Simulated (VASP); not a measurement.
Wanted: the native input for a VASP 6.6.1 run.

* Task: relaxation of cell and atoms
* Functional: PBE
* Potentials or basis: VASP PAW PBE potentials, release 64 (Hg_sv_GW)
* Cutoff: 550 eV
* k mesh: 12 × 12 × 12
* Occupations: fermi-dirac, width 0.05 eV
* Spin: no spin polarisation
* Dipole correction: no
* Further INCAR settings: ALGO = Normal; EDIFF = 1e-07; IBRION = 2; EDIFFG = -0.005; NSW = 100; ISIF = 3

The structure of Hg lies in POSCAR:

```
Hg
1.0
    3.1249785760      0.0000000000      0.0000000000
    0.0000000000      3.1249785760      0.0000000000
    0.0000000000      0.0000000000      3.1249785760
Hg
1
Direct
    0.0000000000      0.0000000000      0.0000000000
```

These files were run (other wordings do the same):

INCAR

```
  ALGO = Normal
  EDIFF = 1E-7
  EDIFFG = -0.005
  ENCUT = 550
  GGA = PE
  GGA_COMPAT = F
  IBRION = 2
  ISIF = 3
  ISMEAR = -1
  LASPH = T
  LCHARG = F
  LREAL = F
  LWAVE = F
  NELM = 120
  NELMIN = 4
  NSW = 100
  PREC = Accurate
  SIGMA = 0.05
```

KPOINTS

```
k-points
0
Gamma
  12 12 12
```

Potentials or basis: VASP PAW PBE potentials, release 64 (Hg_sv_GW).

The run is started by

```bash
$ cat potpaw_PBE.64/Hg_sv_GW/POTCAR > POTCAR
$ mpirun -np 1 vasp_std > vasp.out
```

Results of the run:

* Relaxed volume: 29.33 Å³/atom
* Relaxed cell: a = 3.084 Å, b = 3.084 Å, c = 3.084 Å, α = 90.00°, β = 90.00°, γ = 90.00°
* Space group after relaxing (to 0.1 Å): Pm-3m (No. 221)
* Energy gained by relaxing: 1.9 meV/atom
* Ionic steps: 4
* Pressure after relaxing: 0.0 GPa
* Band gap on the k mesh: zero (bands 10 and 11 overlap by 5.19 eV)

Caveat: spin-orbit coupling is left out, which moves the levels of the heavy elements.

Wall time 33 s on 1 thread of Intel(R) Xeon(R) 6975P-C (Granite Rapids), with other jobs on the host, peak memory 0.19 GiB.
